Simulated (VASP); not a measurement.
Here is a VASP 6.6.1 calculation.

File INCAR:

```
PREC = Accurate
ENCUT = 820
EDIFF = 1E-6
ISMEAR = 0
SIGMA = 0.1
LREAL = False
LASPH = True
NELM = 120
ALGO = Normal
ISIF = 2
LWAVE = False
LCHARG = False
GGA = PE
IVDW = 12
NBANDS = 26
GGA_COMPAT = False
```

KPOINTS

```
regular mesh
0
Gamma
  3 3 1
```

The input POSCAR:

```
Cu
1.0
    2.3956834010      0.1869853314      0.0027321608
   -1.0359076534      2.0139487954      0.0014408104
    0.0044340082      0.0052599925      4.4798457582
Cu
2
Direct
    0.3333333333      0.6666666667      0.2500000000
    0.6666666667      0.3333333333      0.7500000000
```

Potentials or basis: VASP PAW PBE potentials, release 64 (Cu_sv_GW).

Run with:

```bash
$ cat potpaw_PBE.64/Cu_sv_GW/POTCAR > POTCAR
$ mpirun -np 1 vasp_std > vasp.out
```

Problem. What does it give for the dispersion energy per atom?

Solution. -0.614 eV.

Problem. What does it give for the largest force?

Solution. 0.085 eV/Å.

Problem. Estimate the pressure.

Solution. 6.7 GPa.

Stress tensor (GPa, compression positive):
```
  8.86 -22.43  -0.14
-22.43  15.46  -0.13
 -0.14  -0.13  -4.28
```

Caveat: the k points lie up to 1.40 Å⁻¹ apart, too coarse for converged energies and pressures of a metal; three body term missing.
